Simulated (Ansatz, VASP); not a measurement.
## BiTe: VASP beside Ansatz

The input INCAR:

```
PREC = Accurate
ENCUT = 500
EDIFF = 1E-6
ISMEAR = 1
SIGMA = 0.0055
LREAL = False
LASPH = True
NELM = 120
ALGO = Normal
ISIF = 2
LWAVE = False
LCHARG = False
GGA = PE
NBANDS = 18
GGA_COMPAT = False
```

KPOINTS

```
Automatic mesh
0
Gamma
  4 4 4
```

File POSCAR:

```
BiTe
1.0
    0.0000000000      3.2350000000      3.2350000000
    3.2350000000      0.0000000000      3.2350000000
    3.2350000000      3.2350000000      0.0000000000
Bi Te
1 1
Direct
    0.0000000000      0.0000000000      0.0000000000
    0.5000000000      0.5000000000      0.5000000000
```

Input for Ansatz:

```yaml
crystal:
  lattice:
    - [0.0, 3.235, 3.235]
    - [3.235, 0.0, 3.235]
    - [3.235, 3.235, 0.0]
  atoms:
    - { symbol: Bi, position: [0.0, 0.0, 0.0] }
    - { symbol: Te, position: [0.5, 0.5, 0.5] }
basis:
  ecutwfc: 420
kpoints:
  mp_grid: { grid: [4, 4, 4] }
hamiltonian:
  xc: pbe
scf:
  occupations: { method: cold, width: 0.0055 }
  convergence: { dr2_threshold: "1e-5 eV" }
  max_iter: 81
output:
  forces: true
  stress: true
  eigenvalues: true
```

Alike in both runs: task single point; functional PBE; k mesh 4 × 4 × 4; no spin polarisation.

|  | VASP | Ansatz |
| --- | --- | --- |
| version | VASP 6.6.1 | Ansatz 0.2.0 |
| potentials or method | VASP PAW PBE potentials, release 64 (Bi_d, Te), cutoff 500 eV | scalar-relativistic, plane waves, PAW |
| occupations | methfessel-paxton of order 1, width 0.0055 eV | cold, width 0.0055 eV |
| valence electrons in the cell | 21 | 31 |

|  | VASP | Ansatz | Ansatz less VASP |
| --- | --- | --- | --- |
| gap on the k mesh at the Fermi level (eV) | none | none | - |
| pressure (GPa) | 0.3 | 0.4 | +0.05 |

A gap of «none» marks a metal or a gap that the smearing closes. VASP's potentials hold 21 valence electrons a cell and Ansatz's 31, so a difference there can come from the potentials and not from the codes. Ansatz's warnings: force scf threshold loose, stress scf threshold loose.

The k mesh is coarse, so the values compare programs but aren't converged. Neither program's run includes spin-orbit coupling.
